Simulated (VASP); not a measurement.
# Tl (P6_3/mmc) in VASP: further runs, part 2 of 2

VASP 6.6.1. Earlier steps stand in the parts before.

**3. Relaxation of cell and atoms, PBE+D3(BJ), target pressure 12 GPa, at which the enthalpy is minimised**

This run uses another cell than the first one, of 24.82 Å³/atom.

Contents of INCAR:

```
PREC = Accurate
ENCUT = 600
EDIFF = 1E-6
ISMEAR = 0
SIGMA = 0.1
LREAL = False
LASPH = True
NELM = 100
ALGO = Fast
ISIF = 3
LWAVE = False
LCHARG = False
GGA = PE
IVDW = 12
IBRION = 2
NSW = 70
EDIFFG = -0.008
PSTRESS = 120.0
```

Contents of KPOINTS:

```
Automatic mesh
0
Gamma
  15 15 8
```

Contents of POSCAR:

```
Tl
1.0
    3.2977299340      0.0000000000      0.0000000000
   -1.6488649670      2.8559178977      0.0000000000
    0.0000000000      0.0000000000      5.2696836299
Tl
2
Direct
    0.3333333333      0.6666666667      0.2500000000
    0.6666666667      0.3333333333      0.7500000000
```

Potentials or basis: VASP PAW PBE potentials, release 64 (Tl_d).

The run is started by

```
$ cat potpaw_PBE.64/Tl_d/POTCAR > POTCAR
$ mpirun -np 1 vasp_std > vasp.out
```

OUTCAR:

```text
PREC = Accurate
   ENCUT = 600
   EDIFF = 1E-6
   ISMEAR = 0
   LREAL = False
   LASPH = True
   NELM = 100
   ISIF = 3
   GGA = PE
   IVDW = 12
   IBRION = 2
   NSW = 70
   EDIFFG = -0.008
   PSTRESS = 120.0
 IVDW          = 12

 ion  position               nearest neighbor table
   1  0.333  0.667  0.250-   2 3.25   2 3.25   2 3.25   2 3.25   2 3.25   2 3.25
   2  0.667  0.333  0.750-   1 3.25   1 3.25   1 3.25   1 3.25   1 3.25   1 3.25

  LATTYP: Found a hexagonal cell.
 ALAT       =     3.2977299340
 C/A-ratio  =     1.5979730710

  Lattice vectors:

 A1 = (   3.2977299340,   0.0000000000,   0.0000000000)
 A2 = (  -1.6488649670,   2.8559178977,   0.0000000000)
 A3 = (   0.0000000000,   0.0000000000,   5.2696836299)

Analysis of symmetry for initial positions (statically):
=====================================================================
 Subroutine PRICEL returns:
 Original cell was already a primitive cell.

 Routine SETGRP: Setting up the symmetry group for a
 hexagonal supercell.

 Subroutine GETGRP returns: Found 24 space group operations
 (whereof 12 operations were pure point group operations)
 out of a pool of 24 trial point group operations.

The static configuration has the point symmetry D_3d.
 The point group associated with its full space group is D_6h.

Analysis of symmetry for dynamics (positions and initial velocities):
=====================================================================
 Subroutine PRICEL returns:
 Original cell was already a primitive cell.

 Routine SETGRP: Setting up the symmetry group for a
 hexagonal supercell.

 Subroutine GETGRP returns: Found 24 space group operations
 (whereof 12 operations were pure point group operations)
 out of a pool of 24 trial point group operations.

The dynamic configuration has the point symmetry D_3d.
 The point group associated with its full space group is D_6h.

 Subroutine INISYM returns: Found 24 space group operations
 (whereof 12 operations are pure point group operations),
 and found     1 'primitive' translations

----------------------------------------------------------------------------------------
[... 109 lines left out ...]
   EFERMI_NEDOS =   21; number of points for ismear=-14 and -15
   IALGO  =     68    algorithm
   IMIX   =      4    mixing-type and parameters
     AMIX     =   0.40;   BMIX     =  1.00
     AMIX_MAG =   1.60;   BMIX_MAG =  1.00
  volume/ion in A,a.u.               =      24.82       167.46
  Fermi-wavevector in a.u.,A,eV,Ry     =   1.319727  2.493923 23.696993  1.741680
  Thomas-Fermi vector in A             =   2.449605
   LORBIT       =      0    0 simple, 1 ext, 2 COOP (PROOUT), +10 PAW based schemes
   GGA     = PE    functional components
   LHFCALC =     F    Hartree Fock is set to
   AEXX    =    0.0000 exact exchange contribution
   IVDW    =    12    specifies the selected vdW correction
   LEPSILON=     F    determine dielectric tensor
   LRPA    =     F    only Hartree local field effects (RPA)
 conjugate gradient relaxation of ions
 non-spin polarized calculation
 RMM-DIIS sequential band-by-band and
 Gauss-broadening in eV      SIGMA  =   0.10
  energy-cutoff  :      600.00
  volume of cell :       49.63
 maximum number of plane-waves:      1701
 NGX is ok and might be reduce to    28
   NGX = 13   NGY = 13   NGZ = 21

--------------------------------------- Ionic step        1  -------------------------------------------

 number of electron      26.0000004 magnetization

 Free energy of the ion-electron system (eV)
  ---------------------------------------------------
  ext. energy  EPLUGINS =         0.00000000
  ---------------------------------------------------
  free energy    TOTEN  =        -4.07355052 eV

  energy without entropy =       -4.06877923  energy(sigma->0) =       -4.07116487

------------------------ aborting loop because EDIFF is reached ----------------------------------------

 Edisp (eV)   -0.79471

 E8    (eV) :    -0.4164
[... 113 lines left out ...]
  energy  without entropy=       -4.7534076474  energy(sigma->0) =       -4.75570673

  enthalpy is  TOTEN    =        -1.1667682177 eV   P V=        3.5912375999

[... ionic steps 4 to 10 ...]

--------------------------------------- Ionic step       11  -------------------------------------------

 number of electron      26.0000003 magnetization

------------------------ aborting loop because EDIFF is reached ----------------------------------------
[... 79 lines left out ...]
--------------------------------------- Ionic step       13  -------------------------------------------

 number of electron      26.0000003 magnetization

 Free energy of the ion-electron system (eV)
  ---------------------------------------------------
  ext. energy  EPLUGINS =         0.00000000
  ---------------------------------------------------
  free energy    TOTEN  =        -3.93292110 eV

  energy without entropy =       -3.92924897  energy(sigma->0) =       -3.93108504

 E-fermi :   8.7021     XC(G=0): -11.1090

 val. band max:        8.6706710540   @ k =   0.4000   0.0667   0.2500
 cond. band min:       8.7114190755   @ k =   0.3333   0.0000   0.3750
 fundamental gap:      0.0407480216
 Fermi energy:         8.7021400460

 k-point     1 :       0.0000    0.0000    0.0000
  band No.  band energies     occupation
      1      -3.7192      2.00000
      2      -3.3017      2.00000
      3      -3.2399      2.00000
      4      -3.2399      2.00000
      5      -3.1590      2.00000
      6      -3.1590      2.00000
[... 457 lines left out ...]
      4      -3.2411      2.00000
      5      -3.0690      2.00000
      6      -2.9464      2.00000
[... 9 lines left out ...]
     16      10.7950      0.00000
     17      12.9326      0.00000

 [... further k-points ...]

------------------------ aborting loop because EDIFF is reached ----------------------------------------

 Edisp (eV)   -0.82446

 E8    (eV) :    -0.4322
[... 29 lines left out ...]
  energy  without entropy=       -4.7537104110  energy(sigma->0) =       -4.75554647

  enthalpy is  TOTEN    =        -1.1685523924 eV   P V=        3.5888301431

 reached required accuracy - stopping structural energy minimisation
```

OSZICAR:

```text
N       E                     dE             d eps       ncg     rms          rms(c)
DAV:   1     0.138463804385E+03    0.13846E+03   -0.15951E+04  4590   0.165E+03
DAV:   2    -0.193602524827E+01   -0.14040E+03   -0.13860E+03  4828   0.323E+02
DAV:   3    -0.413912987957E+01   -0.22031E+01   -0.21855E+01  5605   0.358E+01
[... 113 lines left out ...]
RMM:   2    -0.393320242477E+01    0.21057E-02   -0.41347E-03  4590   0.503E-01    0.960E-02
RMM:   3    -0.393291610302E+01    0.28632E-03   -0.11633E-03  4590   0.301E-01    0.753E-02
RMM:   4    -0.393292557508E+01   -0.94721E-05   -0.11298E-04  4590   0.860E-02    0.187E-02
RMM:   5    -0.393292061799E+01    0.49571E-05   -0.52931E-05  4590   0.617E-02    0.923E-03
RMM:   6    -0.393292109863E+01   -0.48064E-06   -0.75486E-06  3166   0.234E-02
  13 F= -.11685524E+01 E0= -.11667163E+01  d E =-.237379E-04
```

CONTCAR:

```text
Tl
   1.00000000000000
     3.2339072067810384   -0.0000000000000001   -0.0000000000000000
    -1.6169536033905192    2.8006457946279246   -0.0000000000000000
     0.0000000000000000    0.0000000000000000    5.2904973386849976
  Tl
     2
Direct
     0.3333333332999970    0.6666666667000030    0.2500000000000000
     0.6666666667000030    0.3333333332999970    0.7500000000000000

  0.00000000E+00  0.00000000E+00  0.00000000E+00
  0.00000000E+00  0.00000000E+00  0.00000000E+00
```

Wall time 6.3 min (1 thread of AMD EPYC 9R45 (Zen 5), shared host); peak memory 0.26 GiB.

What came out:

| Item | Value |
| --- | --- |
| Free energy | -4.7574 eV |
| Relaxed volume | 23.96 Å³/atom |
| Relaxed cell | a = 3.234 Å, b = 3.234 Å, c = 5.290 Å, α = 90.00°, β = 90.00°, γ = 120.00° |
| Space group after relaxing (to 0.1 Å) | P6_3/mmc (No. 194) |
| Energy change on relaxing (the run minimises the enthalpy) | +55.4 meV/atom |
| Ionic steps | 13 |
| Pressure after relaxing | 12.0 GPa |
| Band gap on the k mesh | zero (bands 13 and 14 overlap by 6.76 eV) |
| Dispersion energy per atom | -0.412 eV |

Step by step:
| step | energy change (eV) | largest force (eV/Å) | pressure (GPa) | volume (Å³) |
| --- | --- | --- | --- | --- |
| 1 | 0.0000 | 0.0000 | 9.13 | 49.63 |
| 2 | 0.2307 | 0.0000 | 14.94 | 46.51 |
| 3 | 0.1103 | 0.0000 | 12.00 | 47.95 |
| 4 | 0.1127 | 0.0000 | 12.09 | 47.92 |
| 5 | 0.1132 | 0.0000 | 12.07 | 47.90 |
| 6 | 0.1151 | 0.0000 | 12.11 | 47.86 |
| 7 | 0.1265 | 0.0000 | 12.29 | 47.76 |
| 8 | 0.1157 | 0.0000 | 12.13 | 47.85 |
| 9 | 0.1159 | 0.0000 | 12.12 | 47.85 |
| 10 | 0.1198 | 0.0000 | 12.19 | 47.81 |
| 11 | 0.1161 | 0.0000 | 12.12 | 47.85 |
| 12 | 0.1008 | 0.0000 | 11.71 | 48.05 |
| 13 | 0.1109 | 0.0000 | 12.00 | 47.92 |

Final structure:
```cif
data_structure
_symmetry_space_group_name_H-M 'P 1'
_symmetry_Int_Tables_number 1
_cell_length_a 3.2339
_cell_length_b 3.2339
_cell_length_c 5.2905
_cell_angle_alpha 90.000
_cell_angle_beta 90.000
_cell_angle_gamma 120.000
_cell_volume 47.92
loop_
_atom_site_label
_atom_site_type_symbol
_atom_site_fract_x
_atom_site_fract_y
_atom_site_fract_z
_atom_site_occupancy
Tl1 Tl 0.33333 0.66667 0.25000 1
Tl2 Tl 0.66667 0.33333 0.75000 1
```

Caveat: the cell is relaxed towards a set pressure, so the run minimises the enthalpy, not the energy; spin-orbit coupling is left out, which moves the levels of the heavy elements.

**4. Relaxation of cell and atoms, PBE+D3(BJ), target pressure 4 GPa, at which the enthalpy is minimised**

This run uses another cell than the first one, of 26.75 Å³/atom.

Contents of INCAR:

```
PREC = Accurate
ENCUT = 600
EDIFF = 1E-6
ISMEAR = 0
SIGMA = 0.1
LREAL = F
LASPH = T
NELM = 100
ALGO = Fast
ISIF = 3
LWAVE = F
LCHARG = F
GGA = PE
IVDW = 12
IBRION = 2
NSW = 70
EDIFFG = -0.008
PSTRESS = 40.0
```

KPOINTS is that of step 3.

Contents of POSCAR:

```
Tl
1.0
    3.4148640145      0.0000000000      0.0000000000
   -1.7074320073      2.9573589870      0.0000000000
    0.0000000000      0.0000000000      5.2976223268
Tl
2
Direct
    0.3333333333      0.6666666667      0.2500000000
    0.6666666667      0.3333333333      0.7500000000
```

Potentials or basis: VASP PAW PBE potentials, release 64 (Tl_d).

The run is started by

```
$ cat potpaw_PBE.64/Tl_d/POTCAR > POTCAR
$ mpirun -np 1 vasp_std > vasp.out
```

OUTCAR:

```text
PREC = Accurate
   ENCUT = 600
   EDIFF = 1E-6
   ISMEAR = 0
   LREAL = F
   LASPH = T
   NELM = 100
   ISIF = 3
   GGA = PE
   IVDW = 12
   IBRION = 2
   NSW = 70
   EDIFFG = -0.008
   PSTRESS = 40.0
 IVDW          = 12

 ion  position               nearest neighbor table
   1  0.333  0.667  0.250-   2 3.30   2 3.30   2 3.30   2 3.30   2 3.30   2 3.30
   2  0.667  0.333  0.750-   1 3.30   1 3.30   1 3.30   1 3.30   1 3.30   1 3.30

  LATTYP: Found a hexagonal cell.
 ALAT       =     3.4148640145
 C/A-ratio  =     1.5513421045

  Lattice vectors:

 A1 = (   3.4148640145,   0.0000000000,   0.0000000000)
 A2 = (  -1.7074320073,   2.9573589870,   0.0000000000)
 A3 = (   0.0000000000,   0.0000000000,   5.2976223268)

Analysis of symmetry for initial positions (statically):
=====================================================================
 Subroutine PRICEL returns:
 Original cell was already a primitive cell.

 Routine SETGRP: Setting up the symmetry group for a
 hexagonal supercell.

 Subroutine GETGRP returns: Found 24 space group operations
 (whereof 12 operations were pure point group operations)
 out of a pool of 24 trial point group operations.

The static configuration has the point symmetry D_3d.
 The point group associated with its full space group is D_6h.

Analysis of symmetry for dynamics (positions and initial velocities):
=====================================================================
 Subroutine PRICEL returns:
 Original cell was already a primitive cell.

 Routine SETGRP: Setting up the symmetry group for a
 hexagonal supercell.

 Subroutine GETGRP returns: Found 24 space group operations
 (whereof 12 operations were pure point group operations)
 out of a pool of 24 trial point group operations.

The dynamic configuration has the point symmetry D_3d.
 The point group associated with its full space group is D_6h.

 Subroutine INISYM returns: Found 24 space group operations
 (whereof 12 operations are pure point group operations),
 and found     1 'primitive' translations

----------------------------------------------------------------------------------------

                                     Primitive cell
[... 96 lines left out ...]
   NFREE  =      1    steps in history (QN), initial steepest desc. (CG)
   ISIF   =      3    stress and relaxation
   ISYM   =      2    0-nonsym 1-usesym 2-fastsym
   POTIM  = 0.5000    time-step for ionic-motion
   TEBEG  =    0.0;   TEEND  =   0.0 temperature during run
   PSTRESS=   40.0 pullay stress
   NELECT =      26.0000    total number of electrons
   NUPDOWN=      -1.0000    fix difference up-down
   EMIN   =  10.00;   EMAX   =-10.00  energy-range for DOS
   EFERMI =   0.00;   METHOD = LEGACY
   ISMEAR =     0;   SIGMA  =   0.10  broadening in eV -4-tet -1-fermi 0-gaus
   EFERMI_NEDOS =   21; number of points for ismear=-14 and -15
   IALGO  =     68    algorithm
   IMIX   =      4    mixing-type and parameters
     AMIX     =   0.40;   BMIX     =  1.00
     AMIX_MAG =   1.60;   BMIX_MAG =  1.00
  volume/ion in A,a.u.               =      26.75       180.52
  Fermi-wavevector in a.u.,A,eV,Ry     =   1.287102  2.432271 22.539858  1.656633
  Thomas-Fermi vector in A             =   2.419137
   LORBIT       =      0    0 simple, 1 ext, 2 COOP (PROOUT), +10 PAW based schemes
   GGA     = PE    functional components
   LHFCALC =     F    Hartree Fock is set to
   AEXX    =    0.0000 exact exchange contribution
   IVDW    =    12    specifies the selected vdW correction
   LEPSILON=     F    determine dielectric tensor
   LRPA    =     F    only Hartree local field effects (RPA)
 conjugate gradient relaxation of ions
 non-spin polarized calculation
 RMM-DIIS sequential band-by-band and
 Gauss-broadening in eV      SIGMA  =   0.10
  energy-cutoff  :      600.00
  volume of cell :       53.50
 maximum number of plane-waves:      1818
 NGX is ok and might be reduce to    28
   NGX = 13   NGY = 13   NGZ = 21

--------------------------------------- Ionic step        1  -------------------------------------------

 number of electron      26.0000005 magnetization

 Free energy of the ion-electron system (eV)
  ---------------------------------------------------
  ext. energy  EPLUGINS =         0.00000000
  ---------------------------------------------------
  free energy    TOTEN  =        -4.28993971 eV

  energy without entropy =       -4.28644684  energy(sigma->0) =       -4.28819327

------------------------ aborting loop because EDIFF is reached ----------------------------------------

 Edisp (eV)   -0.73482

 E8    (eV) :    -0.3846
[... 243 lines left out ...]
--------------------------------------- Ionic step        7  -------------------------------------------

 number of electron      25.9999997 magnetization

 Free energy of the ion-electron system (eV)
  ---------------------------------------------------
  ext. energy  EPLUGINS =         0.00000000
  ---------------------------------------------------
  free energy    TOTEN  =        -4.30153411 eV

  energy without entropy =       -4.29687537  energy(sigma->0) =       -4.29920474

 E-fermi :   7.2744     XC(G=0): -10.5055

 val. band max:        7.2570195817   @ k =   0.2667   0.1333   0.3750
 cond. band min:       7.2848859205   @ k =   0.4000   0.0667   0.2500
 fundamental gap:      0.0278663388
 Fermi energy:         7.2743806402

 k-point     1 :       0.0000    0.0000    0.0000
  band No.  band energies     occupation
      1      -4.7130      2.00000
      2      -4.4160      2.00000
      3      -4.3969      2.00000
      4      -4.3969      2.00000
      5      -4.3321      2.00000
      6      -4.3321      2.00000
[... 457 lines left out ...]
      4      -4.4107      2.00000
      5      -4.2519      2.00000
      6      -4.1622      2.00000
[... 9 lines left out ...]
     16       9.3214      0.00000
     17      11.2631      0.00000

 [... further k-points ...]

------------------------ aborting loop because EDIFF is reached ----------------------------------------

 Edisp (eV)   -0.73119

 E8    (eV) :    -0.3827
[... 29 lines left out ...]
  energy  without entropy=       -5.0280620937  energy(sigma->0) =       -5.03039147

  enthalpy is  TOTEN    =        -3.6907690318 eV   P V=        1.3419518093

 reached required accuracy - stopping structural energy minimisation
```

CONTCAR:

```text
Tl
   1.00000000000000
     3.3908848611279216   -0.0000000000187318   -0.0000000000000001
    -1.6954424306298312    2.9365924310110132    0.0000000000000000
     0.0000000000000000   -0.0000000000000000    5.3979740549139166
  Tl
     2
Direct
     0.3333333332999970    0.6666666667000030    0.2500000000000000
     0.6666666667000030    0.3333333332999970    0.7500000000000000

  0.00000000E+00  0.00000000E+00  0.00000000E+00
  0.00000000E+00  0.00000000E+00  0.00000000E+00
```

Run time: 3.1 min. Hardware: 1 thread of AMD EPYC 9R45 (Zen 5), shared host; peak memory 0.26 GiB.

Results:

- Free energy: -5.0327 eV
- Relaxed volume: 26.88 Å³/atom
- Relaxed cell: a = 3.391 Å, b = 3.391 Å, c = 5.398 Å, α = 90.00°, β = 90.00°, γ = 120.00°
- Space group after relaxing (to 0.1 Å): P6_3/mmc (No. 194)
- Energy change on relaxing (the run minimises the enthalpy): -4.0 meV/atom
- Ionic steps: 7
- Pressure after relaxing: 4.0 GPa
- Band gap on the k mesh: zero (bands 13 and 14 overlap by 6.19 eV)
- Dispersion energy per atom: -0.366 eV

Step by step:
```tsv
step	energy change (eV)	largest force (eV/Å)	pressure (GPa)	volume (Å³)
1	0.0000	0.0000	4.36	53.50
2	-0.0122	0.0000	3.89	53.97
3	-0.0112	0.0000	3.93	53.93
4	-0.0109	0.0000	3.93	53.91
5	-0.0098	0.0000	3.95	53.84
6	-0.0066	0.0000	4.04	53.70
7	-0.0080	0.0000	4.02	53.75
```

Final structure:
```
Tl
1.0
     3.39088    0.00000    0.00000
    -1.69544    2.93659    0.00000
     0.00000    0.00000    5.39797
Tl
2
Direct
  0.33333 0.66667 0.25000
  0.66667 0.33333 0.75000
```

Levels at points of the mesh, in eV from the Fermi level:
| k point | band 10 | band 11 | band 12 | band 13 | band 14 | band 15 | band 16 | band 17 |
| --- | --- | --- | --- | --- | --- | --- | --- | --- |
| (0.00, 0.00, 0.00) | -11.14 | -10.51 | -5.06 | -3.11 | 8.33 | 8.33 | 10.37 | 10.55 |
| (0.00, 0.00, 0.50) | -11.27 | -8.96 | -8.96 | 3.62 | 3.62 | 9.36 | 9.36 | 9.36 |

Caveat: the cell is relaxed towards a set pressure, so the run minimises the enthalpy, not the energy; spin-orbit coupling is left out, which moves the levels of the heavy elements.

**5. Overview**

```csv
cell,gap on the mesh (eV),pressure (GPa)
"relaxed to 25 GPa from a = 3.148, b = 3.148, c = 5.152 Å, angles 90.0, 90.0, 120.0°, 2 atoms",none,25.0
"relaxed to 12 GPa from a = 3.298, b = 3.298, c = 5.270 Å, angles 90.0, 90.0, 120.0°, 2 atoms",none,12.0
"relaxed to 4 GPa from a = 3.415, b = 3.415, c = 5.298 Å, angles 90.0, 90.0, 120.0°, 2 atoms",none,4.0
```

Alike in all rows: task relaxation of cell and atoms; level PBE+D3(BJ); potentials or basis VASP PAW PBE potentials, release 64 (Tl_d); no spin polarisation; k mesh 15 × 15 × 8; cutoff (eV) 600; smearing gaussian 0.1 eV.

Caveats: the cell is relaxed towards a set pressure, so the run minimises the enthalpy, not the energy; spin-orbit coupling is left out, which moves the levels of the heavy elements.

Total energies depend on the potentials used, so only differences within one code and one set of settings carry meaning.
